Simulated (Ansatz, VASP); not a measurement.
**Hf2ZrTe6: VASP beside Ansatz**

```
Zr Hf Te
1.0
     3.44743    1.99038    7.16030
    -3.44743    1.99038    7.16030
     0.00000   -3.98075    7.16030
Zr Hf Te
1 2 6
Direct
  0.00000 0.00000 0.00000
  0.33335 0.33335 0.33335
  0.66665 0.66665 0.66665
  0.08268 0.74730 0.41819
  0.41819 0.08268 0.74730
  0.74730 0.41819 0.08268
  0.91732 0.25270 0.58181
  0.25270 0.58181 0.91732
  0.58181 0.91732 0.25270
```

Alike in both runs: task single point; functional PBE; k mesh 3 × 3 × 3; occupations gaussian, width 0.1 eV; no spin polarisation.

|  | VASP | Ansatz |
| --- | --- | --- |
| version | VASP 6.6.1 | Ansatz 0.2.0 |
| potentials or method | VASP PAW PBE potentials, release 64 (Zr_sv, Hf_pv, Te), cutoff 520 eV | scalar-relativistic, plane waves, PAW |
| valence electrons in the cell | 68 | 160 |

VASP gave:

| Property | Result |
| --- | --- |
| gap on the k mesh at the Fermi level (eV) | none |
| pressure (GPa) | -0.4 |
| traceless stress, the component that is largest in VASP (GPa) | 0.67 |
| rms of the force components (eV/Å) | 0.027 |

Problem. Estimate Ansatz's values.

Solution. gap on the k mesh at the Fermi level (eV): none; pressure (GPa): -0.3; traceless stress, the component that is largest in VASP (GPa): 0.66; rms of the force components (eV/Å): 0.026.

Atom by atom the forces differ by 0.009 eV/Å (rms over components). A gap of «none» marks a metal or a gap that the smearing closes. The functional is the same, so the differences come from potentials, cutoffs and numerics. VASP's potentials hold 68 valence electrons a cell and Ansatz's 160, so a difference there can come from the potentials and not from the codes.

The k mesh is coarse, so the values compare programs but aren't converged. Spin-orbit coupling is off throughout.
